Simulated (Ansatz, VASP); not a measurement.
Two plane-wave programs on Yb

```
Yb
1.0
     3.33572    0.00000    0.00000
     0.00000    3.33572    0.00000
     0.00000    0.00000    3.33572
Yb
1
Direct
  0.00000 0.00000 0.00000
```

Alike in both runs: task single point; functional r2SCAN; k mesh 11 × 11 × 11; occupations fermi-dirac, width 0.1 eV; no spin polarisation.

```csv
,VASP,Ansatz
version,VASP 6.6.1,Ansatz 0.2.0
potentials or method,"VASP PAW PBE potentials, release 64 (Yb), cutoff 520 eV","plane waves (500 eV) with PAW, scalar-relativistic"
valence electrons in the cell,24,24
```

|  | VASP | Ansatz | Ansatz less VASP |
| --- | --- | --- | --- |
| pressure (GPa) | -1.4 | -0.4 | +1.00 |

VASP's potentials were made for PBE, not for r2SCAN. The functional is the same, so the differences come from potentials, cutoffs and numerics.

Neither program's run includes spin-orbit coupling.
